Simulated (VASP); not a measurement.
# PrPb5 (F-43m) in VASP: further runs

PrPb5 is run at these levels: PBE; tasks: single point, relaxation of cell and atoms.

Everything below comes from runs of VASP 6.6.1. Logs are shortened: lines on timing, memory, paths and dates and some standing lists are left out, and cuts for length are marked.

## (1) The cell of the first run

The structure is cubic, space group F-43m (No. 216). The conventional cell has a = 9.216 Å, b = 9.216 Å, c = 9.216 Å, α = 90.00°, β = 90.00°, γ = 90.00°. Within 5.0 Å of Pr (site symmetry -43m) lie 16 Pb at 3.82 to 3.99 Å. Within 4.3 Å of Pb (site symmetry 3m) lie 9 Pb at 3.25 to 3.82 Å and 3 Pr at 3.82 Å. Within 5.0 Å of Pb (site symmetry -43m) lie 12 Pb at 3.82 Å and 4 Pr at 3.99 Å.

The cell was generated, and may not be a known phase.

## (2) Single point, PBE

File INCAR:

```
PREC = Accurate ; ENCUT = 500
EDIFF = 1E-6 ; ISMEAR = 0
SIGMA = 0.2 ; LREAL = False
LASPH = True ; NELM = 200
ALGO = Normal ; ISIF = 2
LWAVE = False ; LCHARG = False
GGA = PE ; NBANDS = 50
GGA_COMPAT = False ; LMAXMIX = 6
```

File KPOINTS:

```
Automatic mesh
0
Gamma
  3 3 3
```

File POSCAR:

```
PrPb5
1.0
    0.0000000000      4.6082311116      4.6082311116
    4.6082311116      0.0000000000      4.6082311116
    4.6082311116      4.6082311116      0.0000000000
Pr Pb
1 5
Direct
    0.0000000000      0.0000000000      0.0000000000
    0.3746082190      0.8761753430      0.3746082190
    0.3746082190      0.3746082190      0.3746082190
    0.7500000000      0.7500000000      0.7500000000
    0.8761753430      0.3746082190      0.3746082190
    0.3746082190      0.3746082190      0.8761753430
```

Potentials or basis: VASP PAW PBE potentials, release 64 (Pr_3, Pb_d), 4f in core.

Run with:

```sh
$ cat potpaw_PBE.64/Pr_3/POTCAR potpaw_PBE.64/Pb_d/POTCAR > POTCAR
$ mpirun -np 1 vasp_std > vasp.out
```

OUTCAR:

```text
PREC = Accurate
   ENCUT = 500
   EDIFF = 1E-6
   ISMEAR = 0
   LREAL = False
   LASPH = True
   NELM = 200
   ISIF = 2
   GGA = PE

 ion  position               nearest neighbor table
   1  0.000  0.000  0.000-   2 3.82   5 3.82   5 3.82   6 3.82   2 3.82   6 3.82   3 3.82   3 3.82
                             3 3.82   6 3.82   2 3.82   5 3.82   4 3.99   4 3.99   4 3.99   4 3.99
   2  0.375  0.876  0.375-   3 3.25   5 3.25   6 3.25   5 3.27   6 3.27   3 3.27   1 3.82   1 3.82
                             1 3.82   4 3.82   4 3.82   4 3.82
   3  0.375  0.375  0.375-   2 3.25   5 3.25   6 3.25   5 3.27   2 3.27   6 3.27   1 3.82   1 3.82
                             1 3.82   4 3.82   4 3.82   4 3.82
   4  0.750  0.750  0.750-   2 3.82   5 3.82   6 3.82   3 3.82   3 3.82   3 3.82   2 3.82   6 3.82
                             5 3.82   2 3.82   5 3.82   6 3.82   1 3.99   1 3.99   1 3.99   1 3.99
   5  0.876  0.375  0.375-   2 3.25   3 3.25   6 3.25   2 3.27   6 3.27   3 3.27   1 3.82   1 3.82
                             1 3.82   4 3.82   4 3.82   4 3.82
   6  0.375  0.375  0.876-   2 3.25   3 3.25   5 3.25   2 3.27   5 3.27   3 3.27   1 3.82   1 3.82
                             1 3.82   4 3.82   4 3.82   4 3.82

  LATTYP: Found a face centered cubic cell.
 ALAT       =     9.2164622232

  Lattice vectors:

 A1 = (   0.0000000000,   4.6082311116,   4.6082311116)
 A2 = (   4.6082311116,   0.0000000000,   4.6082311116)
 A3 = (   4.6082311116,   4.6082311116,   0.0000000000)

Analysis of symmetry for initial positions (statically):
=====================================================================
 Subroutine PRICEL returns:
 Original cell was already a primitive cell.

 Routine SETGRP: Setting up the symmetry group for a
 face centered cubic supercell.

 Subroutine GETGRP returns: Found 24 space group operations
 (whereof 24 operations were pure point group operations)
 out of a pool of 48 trial point group operations.

The static configuration has the point symmetry T_d .

Analysis of symmetry for dynamics (positions and initial velocities):
=====================================================================
 Subroutine PRICEL returns:
 Original cell was already a primitive cell.

 Routine SETGRP: Setting up the symmetry group for a
 face centered cubic supercell.

 Subroutine GETGRP returns: Found 24 space group operations
 (whereof 24 operations were pure point group operations)
 out of a pool of 48 trial point group operations.

The dynamic configuration has the point symmetry T_d .

 Subroutine INISYM returns: Found 24 space group operations
 (whereof 24 operations are pure point group operations),
 and found     1 'primitive' translations

----------------------------------------------------------------------------------------

                                     Primitive cell

  volume of cell :     195.7189

  direct lattice vectors                    reciprocal lattice vectors
     0.000000000  4.608231112  4.608231112    -0.108501503  0.108501503  0.108501503
     4.608231112  0.000000000  4.608231112     0.108501503 -0.108501503  0.108501503
     4.608231112  4.608231112  0.000000000     0.108501503  0.108501503 -0.108501503

  length of vectors
     6.517022937  6.517022937  6.517022937     0.187930115  0.187930115  0.187930115

  position of ions in fractional coordinates (direct lattice)
     0.000000000  0.000000000  0.000000000
     0.374608219  0.876175343  0.374608219
     0.374608219  0.374608219  0.374608219
     0.750000000  0.750000000  0.750000000
     0.876175343  0.374608219  0.374608219
     0.374608219  0.374608219  0.876175343

  ion indices of the primitive-cell ions
   primitive index   ion index
                 1           1
                 2           2
                 3           3
                 4           4
                 5           5
                 6           6

----------------------------------------------------------------------------------------

 KPOINTS: Automatic mesh

Automatic generation of k-mesh.
 Grid dimensions read from file:
 generate k-points for:    3    3    3

 Generating k-lattice:

  Cartesian coordinates                     Fractional coordinates (reciprocal lattice)
    -0.036167168  0.036167168  0.036167168     0.333333333  0.000000000  0.000000000
     0.036167168 -0.036167168  0.036167168     0.000000000  0.333333333  0.000000000
     0.036167168  0.036167168 -0.036167168     0.000000000  0.000000000  0.333333333

  Length of vectors
     0.062643372  0.062643372  0.062643372

  Shift w.r.t. Gamma in fractional coordinates (k-lattice)
     0.000000000  0.000000000  0.000000000

 Subroutine IBZKPT returns following result:
 ===========================================

 Found      4 irreducible k-points:

 Following reciprocal coordinates:
            Coordinates               Weight
  0.000000  0.000000  0.000000      1.000000
  0.333333  0.000000  0.000000      8.000000
  0.333333  0.333333  0.000000      6.000000
 -0.333333  0.333333  0.000000     12.000000
   k-points           NKPTS =      4   k-points in BZ     NKDIM =      4   number of bands    NBANDS=     50
   number of dos      NEDOS =    301   number of ions     NIONS =      6
   total plane-waves  NPLWV = 110592
   dimension x,y,z NGX =    48 NGY =   48 NGZ =   48
   dimension x,y,z NGXF=    96 NGYF=   96 NGZF=   96
   ions per type =               1   5
   NGX,Y,Z   is equivalent  to a cutoff of  12.24, 12.24, 12.24 a.u.
   NGXF,Y,Z  is equivalent  to a cutoff of  24.49, 24.49, 24.49 a.u.
 SYSTEM =  unknown system
   PREC   = accura    normal or accurate (medium, high low for compatibility)
   ISTART =      0    job   : 0-new  1-cont  2-samecut
   ICHARG =      2    charge: 1-file 2-atom 10-const
   ISPIN  =      1    spin polarized calculation?
   LNONCOLLINEAR =      F non collinear calculations
   LSORBIT =      F    spin-orbit coupling
   LASPH  =      T    aspherical Exc in radial PAW
   ENCUT  =  500.0 eV  36.75 Ry    6.06 a.u.  11.88 11.88 11.88*2*pi/ulx,y,z
   NELM   =    200;   NELMIN=  2; NELMDL= -5     # of ELM steps
   EDIFF  = 0.1E-05   stopping-criterion for ELM
   LREAL  =      F    real-space projection
   EDIFFG = 0.1E-04   stopping-criterion for IOM
   NSW    =      0    number of steps for IOM
   IBRION =     -1    ionic relax: 0-MD 1-quasi-New 2-CG
   NFREE  =      0    steps in history (QN), initial steepest desc. (CG)
   ISIF   =      2    stress and relaxation
   ISYM   =      2    0-nonsym 1-usesym 2-fastsym
   POTIM  = 0.5000    time-step for ionic-motion
   TEBEG  =    0.0;   TEEND  =   0.0 temperature during run
   PSTRESS=    0.0 pullay stress
   NELECT =      81.0000    total number of electrons
   NUPDOWN=      -1.0000    fix difference up-down
   EMIN   =  10.00;   EMAX   =-10.00  energy-range for DOS
   EFERMI =   0.00;   METHOD = LEGACY
   ISMEAR =     0;   SIGMA  =   0.20  broadening in eV -4-tet -1-fermi 0-gaus
   EFERMI_NEDOS =   21; number of points for ismear=-14 and -15
   IALGO  =     38    algorithm
   IMIX   =      4    mixing-type and parameters
     AMIX     =   0.40;   BMIX     =  1.00
     AMIX_MAG =   1.60;   BMIX_MAG =  1.00
  volume/ion in A,a.u.               =      32.62       220.13
  Fermi-wavevector in a.u.,A,eV,Ry     =   1.219997  2.305461 20.250827  1.488394
  Thomas-Fermi vector in A             =   2.355230
   LORBIT       =      0    0 simple, 1 ext, 2 COOP (PROOUT), +10 PAW based schemes
   GGA     = PE    functional components
   LHFCALC =     F    Hartree Fock is set to
   AEXX    =    0.0000 exact exchange contribution
   IVDW    =     0    specifies the selected vdW correction
   LEPSILON=     F    determine dielectric tensor
   LRPA    =     F    only Hartree local field effects (RPA)
 non-spin polarized calculation
 Gauss-broadening in eV      SIGMA  =   0.20
  energy-cutoff  :      500.00
  volume of cell :      195.72
 maximum number of plane-waves:      4988
   NGX = 23   NGY = 23   NGZ = 23

 number of electron      80.9999982 magnetization

 Free energy of the ion-electron system (eV)
  ---------------------------------------------------
  ext. energy  EPLUGINS =         0.00000000
  ---------------------------------------------------
  free energy    TOTEN  =       -23.47828963 eV

  energy without entropy =      -23.39927535  energy(sigma->0) =      -23.43878249

 E-fermi :   6.2101     XC(G=0):  -9.8605

 val. band max:        6.1523896721   @ k =   0.3333   0.0000   0.0000
 cond. band min:       6.5658941002   @ k =   0.3333   0.0000   0.0000
 fundamental gap:      0.4135044281
 Fermi energy:         6.2100707454

 k-point     1 :       0.0000    0.0000    0.0000
  band No.  band energies     occupation
      1     -31.2997      2.00000
      2     -13.1847      2.00000
      3     -13.1847      2.00000
      4     -13.1847      2.00000
      5     -11.0149      2.00000
      6     -10.8540      2.00000
[... 42 lines left out ...]
     49       9.5659      0.00000
     50      11.0729      0.00000

 k-point     2 :       0.3333    0.0000    0.0000
  band No.  band energies     occupation
      1     -31.2997      2.00000
      2     -13.1859      2.00000
      3     -13.1839      2.00000
      4     -13.1839      2.00000
      5     -10.9415      2.00000
      6     -10.8319      2.00000
[... 42 lines left out ...]
     49       9.4261      0.00000
     50       9.7963      0.00000

 k-point     3 :       0.3333    0.3333    0.0000
  band No.  band energies     occupation
      1     -31.2997      2.00000
      2     -13.1852      2.00000
      3     -13.1841      2.00000
      4     -13.1841      2.00000
      5     -10.8983      2.00000
      6     -10.8383      2.00000
[... 42 lines left out ...]
     49       9.4248      0.00000
     50       9.7377      0.00000

 k-point     4 :      -0.3333    0.3333    0.0000
  band No.  band energies     occupation
      1     -31.2997      2.00000
      2     -13.1853      2.00000
      3     -13.1843      2.00000
      4     -13.1836      2.00000
      5     -10.8640      2.00000
      6     -10.7978      2.00000
[... 42 lines left out ...]
     49       9.0327      0.00000
     50       9.5059      0.00000

------------------------ aborting loop because EDIFF is reached ----------------------------------------

  FORCE on cell =-STRESS in cart. coord.  units (eV):
  Direction    XX          YY          ZZ          XY          YZ          ZX
  --------------------------------------------------------------------------------------
  -------------------------------------------------------------------------------------
  Total       -0.3498217     -0.3498217     -0.3498217     -0.0000000      0.0000000     -0.0000000
  in kB       -2.8636808     -2.8636808     -2.8636808     -0.0000000      0.0000000     -0.0000000
  external PRESSURE =      -2.8636808 kB  Pullay stress =       0.0000000 kB

 VOLUME and BASIS-vectors are now :
 -----------------------------------------------------------------------------
  energy-cutoff  :      500.00
  volume of cell :      195.72
      direct lattice vectors                 reciprocal lattice vectors
     0.000000000  4.608231112  4.608231112    -0.108501503  0.108501503  0.108501503
     4.608231112  0.000000000  4.608231112     0.108501503 -0.108501503  0.108501503
     4.608231112  4.608231112  0.000000000     0.108501503  0.108501503 -0.108501503

 POSITION                                       TOTAL-FORCE (eV/Angst)
 -----------------------------------------------------------------------------------
      0.00000      0.00000      0.00000         0.000000      0.000000     -0.000000
      5.76390      3.45256      5.76390        -0.009084      0.009084     -0.009084
      3.45256      3.45256      3.45256         0.009084      0.009084      0.009084
      6.91235      6.91235      6.91235         0.000000      0.000000      0.000000
      3.45256      5.76390      5.76390         0.009084     -0.009084     -0.009084
      5.76390      5.76390      3.45256        -0.009084     -0.009084      0.009084
 -----------------------------------------------------------------------------------
    total drift:                                0.000000      0.000000      0.000000

  FREE ENERGIE OF THE ION-ELECTRON SYSTEM (eV)
  ---------------------------------------------------
  free  energy   TOTEN  =       -23.4782896309 eV

  energy  without entropy=      -23.3992753497  energy(sigma->0) =      -23.43878249
```

Run time: 32 s. Hardware: 1 thread of Intel Xeon 6975P-C (Granite Rapids), shared host; peak memory 0.31 GiB.

Results:

| Quantity | Value |
| --- | --- |
| Free energy | -23.4783 eV |
| Pressure | -0.3 GPa |
| Largest force | 0.016 eV/Å |
| Band gap on the k mesh | zero (an odd number of electrons rules out a gap without spin polarisation) |

Forces on the atoms (eV/Å):
```
Pr   0.000  0.000  0.000
Pb  -0.009  0.009 -0.009
Pb   0.009  0.009  0.009
Pb   0.000  0.000  0.000
Pb   0.009 -0.009 -0.009
Pb  -0.009 -0.009  0.009
```

Caveat: the k points lie up to 0.39 Å⁻¹ apart, too coarse for converged energies and pressures of a metal; spin-orbit coupling is left out, which moves the levels of the heavy elements; the 4f electrons are frozen in the core, so they carry no moment and show no levels. Spin polarisation is off, so any magnetic state and its effect on volume and gap are missing.

## (3) Single point, PBE

File INCAR:

```
PREC     = Accurate       # precision mode
ENCUT    = 500            # plane-wave cutoff, eV
EDIFF    = 1E-6           # SCF threshold, eV
ISMEAR   = 0              # smearing method
SIGMA    = 0.2            # smearing width, eV
LREAL    = F              # projectors in reciprocal space
LASPH    = T              # aspherical terms in the spheres
NELM     = 200            # most SCF steps
ALGO     = Normal         # electronic algorithm
ISIF     = 2              # what is computed and relaxed
LWAVE    = F              # write WAVECAR
LCHARG   = F              # write CHGCAR
GGA      = PE             # functional
NBANDS   = 50             # bands
GGA_COMPAT= F            
LMAXMIX  = 6              # l up to which the mixer works
```

KPOINTS is that of step 2.

File POSCAR:

```
PrPb5
1.0
    0.0000000000      4.6087568693      4.6087568693
    4.6087568693      0.0000000000      4.6087568693
    4.6087568693      4.6087568693      0.0000000000
Pr Pb
1 5
Direct
    0.0000000000      0.0000000000      0.0000000000
    0.2500000000      0.2500000000      0.2500000000
    0.1233274055      0.6255575315      0.6255575315
    0.6255575315      0.6255575315      0.6255575315
    0.6255575315      0.6255575315      0.1233274055
    0.6255575315      0.1233274055      0.6255575315
```

Potentials or basis: VASP PAW PBE potentials, release 64 (Pr_3, Pb_d), 4f in core.

Run with:

```sh
$ cat potpaw_PBE.64/Pr_3/POTCAR potpaw_PBE.64/Pb_d/POTCAR > POTCAR
$ mpirun -np 1 vasp_std > vasp.out
```

It took 42 s on 1 thread of Intel Xeon 6975P-C (Granite Rapids), shared host; peak memory 0.31 GiB.

Results (log left out):

```yaml
Free_energy: -23.4778 eV
Pressure: -0.3 GPa
Largest_force: 0.048 eV/Å
Band_gap_on_the_k_mesh: zero (an odd number of electrons rules out a gap without spin polarisation)
```

Forces on the atoms (eV/Å):
```
Pr   0.000  0.000  0.000
Pb   0.000  0.000  0.000
Pb  -0.028  0.028  0.028
Pb  -0.028 -0.028 -0.028
Pb   0.028  0.028 -0.028
Pb   0.028 -0.028  0.028
```

Levels at points of the mesh, in eV from the Fermi level:
```csv
k point,band 36,band 37,band 38,band 39,band 40,band 41,band 42,band 43,band 44,band 45
"(0.00, 0.00, 0.00)",-3.08,-3.08,-3.08,-1.82,-1.82,0.41,0.41,0.41,1.96,2.52
```

Caveat: the k points lie up to 0.39 Å⁻¹ apart, too coarse for converged energies and pressures of a metal; spin-orbit coupling is left out, which moves the levels of the heavy elements; the 4f electrons are frozen in the core, so they carry no moment and show no levels.

## (4) Relaxation of cell and atoms, PBE

This run uses another cell than the first one, of 32.49 Å³/atom.

File INCAR:

```
PREC = Accurate
ENCUT = 500
EDIFF = 1E-7
ISMEAR = 0
SIGMA = 0.1
LREAL = F
LASPH = T
NELM = 200
ALGO = Normal
ISIF = 3
LWAVE = F
LCHARG = F
GGA = PE
IBRION = 2
NSW = 100
EDIFFG = -0.01
GGA_COMPAT = F
NELMIN = 4
LMAXMIX = 6
```

File KPOINTS:

```
regular mesh
0
Gamma
  6 6 6
```

File POSCAR:

```
PrPb5
1.0
    0.0000000000      4.6022970448      4.6022970448
    4.6022970448      0.0000000000      4.6022970448
    4.6022970448      4.6022970448      0.0000000000
Pr Pb
1 5
Direct
    0.5000000000      0.5000000000      0.5000000000
    0.1249866298      0.6250401105      0.1249866298
    0.1249866298      0.1249866298      0.1249866298
    0.6250401105      0.1249866298      0.1249866298
    0.1249866298      0.1249866298      0.6250401105
    0.7500000000      0.7500000000      0.7500000000
```

Run with:

```sh
$ cat potpaw_PBE.64/Pr_3/POTCAR potpaw_PBE.64/Pb_d/POTCAR > POTCAR
$ mpirun -np 1 vasp_std > vasp.out
```

Wall time 3 min (1 thread of Intel Xeon 6975P-C (Granite Rapids), shared host); peak memory 0.4 GiB.

It converged, with:

```
Free energy                           : -22.9526 eV
Relaxed volume                        : 32.72 Å³/atom
Relaxed cell                          : a = 6.524 Å, b = 6.524 Å, c = 6.524 Å, α = 60.00°, β = 60.00°, γ = 60.00°
Space group after relaxing (to 0.1 Å) : F-43m (No. 216)
Energy gained by relaxing             : 0.2 meV/atom
Ionic steps                           : 4
Pressure after relaxing               : 0.0 GPa
Band gap on the k mesh                : zero (an odd number of electrons rules out a gap without spin polarisation)
```

The path:
```
step  energy change (eV)  largest force (eV/Å)  pressure (GPa)  volume (Å³)
   1              0.0000                0.0123            0.28       194.96
   2             -0.0012                0.0121           -0.05       196.58
   3             -0.0012                0.0123            0.00       196.33
   4             -0.0012                0.0062            0.00       196.33
```

Final structure:
```yaml
crystal:
  lattice:
    - [0.00000, 4.61303, 4.61303]
    - [4.61303, 0.00000, 4.61303]
    - [4.61303, 4.61303, 0.00000]
  atoms:
    - { symbol: Pr, position: [0.50000, 0.50000, 0.50000] }
    - { symbol: Pb, position: [0.12505, 0.62484, 0.12505] }
    - { symbol: Pb, position: [0.12505, 0.12505, 0.12505] }
    - { symbol: Pb, position: [0.62484, 0.12505, 0.12505] }
    - { symbol: Pb, position: [0.12505, 0.12505, 0.62484] }
    - { symbol: Pb, position: [0.75000, 0.75000, 0.75000] }
```

Levels at points of the mesh, in eV from the Fermi level:
```csv
k point,band 36,band 37,band 38,band 39,band 40,band 41,band 42,band 43,band 44,band 45
"(0.00, 0.00, 0.00)",-3.08,-3.08,-3.08,-1.81,-1.81,0.44,0.44,0.44,1.99,2.59
"(0.50, 0.00, 0.00)",-2.65,-2.65,-0.85,-0.85,-0.33,0.27,0.27,0.82,1.62,1.91
"(0.50, 0.50, 0.00)",-1.66,-1.02,-1.02,-0.47,0.08,0.11,0.11,0.92,0.97,1.02
```

Caveat: spin-orbit coupling is left out, which moves the levels of the heavy elements; the 4f electrons are frozen in the core, so they carry no moment and show no levels.

## (5) The runs side by side

```tsv
task	cell	k mesh	smearing	gap on the mesh (eV)	pressure (GPa)	largest force (eV/Å)
single point	a = 6.517 Å, angles 60.0°, 6 atoms, atomic positions A	3 × 3 × 3	gaussian 0.2 eV	none	-0.3	0.02
single point	a = 6.518 Å, angles 60.0°, 6 atoms, atomic positions B	3 × 3 × 3	gaussian 0.2 eV	none	-0.3	0.05
relaxation of cell and atoms	relaxed from a = 6.509 Å, angles 60.0°, 6 atoms, atomic positions C	6 × 6 × 6	gaussian 0.1 eV	none	0.0	-
```

Alike in all rows: level PBE; potentials or basis VASP PAW PBE potentials, release 64 (Pr_3, Pb_d), 4f in core; no spin polarisation; cutoff (eV) 500.

Caveats: some runs use coarse meshes; spin-orbit coupling is left out, which moves the levels of the heavy elements; the 4f electrons are frozen in the core, so they carry no moment and show no levels.

Total energies depend on the potentials used, so only differences within one code and one set of settings carry meaning.

The gap in the log of VASP goes by the Fermi energy; the results here count the filled bands.